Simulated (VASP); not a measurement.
Here is a VASP 6.6.1 calculation.

File POSCAR:

```
MgCd3
1.0
    4.3949820000      0.0000000000      0.0000000000
    0.0000000000      4.3949820000      0.0000000000
    0.0000000000      0.0000000000      4.3949820000
Mg Cd
1 3
Direct
    0.0000000000      0.0000000000      0.0000000000
    0.5000000000      0.5000000000      0.0000000000
    0.5000000000      0.0000000000      0.5000000000
    0.0000000000      0.5000000000      0.5000000000
```

File INCAR.step1:

```
PREC = Accurate ; ENCUT = 600
ISMEAR = 1 ; SIGMA = 0.15
LREAL = F ; LASPH = T
NELM = 100 ; GGA = PE
ALGO = Normal ; EDIFF = 1E-4
LWAVE = T ; LCHARG = F
```

The input INCAR.step2:

```
PREC = Accurate ; ENCUT = 600
EDIFF = 1E-6 ; ISMEAR = 1
SIGMA = 0.15 ; LREAL = F
LASPH = T ; NELM = 100
ALGO = Normal ; ISIF = 3
LWAVE = F ; LCHARG = F
METAGGA = R2SCAN ; LMIXTAU = T
IBRION = 2 ; NSW = 80
EDIFFG = -0.01 ; PSTRESS = 80.0
ISTART = 1
```

Contents of KPOINTS:

```
regular mesh
0
Gamma
  6 6 6
```

Potentials or basis: VASP PAW PBE potentials, release 64 (Mg, Cd).

Command:

```sh
$ cat potpaw_PBE.64/Mg/POTCAR potpaw_PBE.64/Cd/POTCAR > POTCAR
$ cp INCAR.step1 INCAR
$ mpirun -np 1 vasp_std > vasp.out
$ cp INCAR.step2 INCAR
$ mpirun -np 1 vasp_std > vasp.out
```

Estimate the space group after relaxing (to 0.1 Å).

Pm-3m (No. 221).

Estimate the relaxed volume.

18.97 Å³/atom.

Step by step:
| step | energy change (eV) | largest force (eV/Å) | pressure (GPa) | volume (Å³) |
| --- | --- | --- | --- | --- |
| 1 | 0.0000 | 0.0000 | 0.42 | 84.89 |
| 2 | 0.3788 | 0.0000 | 11.62 | 73.15 |
| 3 | 0.2119 | 0.0000 | 7.98 | 75.90 |

Caveat: the cell is relaxed towards a set pressure, so the run minimises the enthalpy, not the energy; the PAW data sets were made with another functional, which shifts forces and pressure a little.
